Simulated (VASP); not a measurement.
Here is a VASP 6.6.1 calculation.

Contents of INCAR:

```
SYSTEM = CuO
PREC = Accurate
ENCUT = 520
EDIFF = 1E-7
ISMEAR = -1
SIGMA = 0.05
LREAL = .False.
LASPH = .True.
NELM = 100
ALGO = Normal
ISIF = 2
LWAVE = .False.
LCHARG = .False.
GGA = PE
NBANDS = 16
```

Contents of KPOINTS:

```
regular mesh
0
Gamma
  11 11 10
  0 0 0
```

File POSCAR:

```
CuO
1.0
    2.8363251100      0.0000000000      0.0000000000
   -1.4181625500      2.4563296000      0.0000000000
    0.0000000000      0.0000000000      2.7681127800
Cu O
1 1
Direct
    0.0118650000      0.0046010000     -0.0191100000
    0.6452750000      0.3278360000      0.5076110000
```

Potentials or basis: VASP PAW PBE potentials, release 64 (Cu, O).

Run with:

```bash
$ cat potpaw_PBE.64/Cu/POTCAR potpaw_PBE.64/O/POTCAR > POTCAR
$ mpirun -np 1 vasp_std > vasp.out
```

(1) Estimate the largest force.

(2) Predict the pressure.

## Answers

(1) 0.298 eV/Å.

(2) 0.8 GPa.

Caveat: the cell differs from its parent crystal (atoms moved at random); an odd number of electrons without spin polarisation forces a metal; a magnetic or distorted state may lie lower.
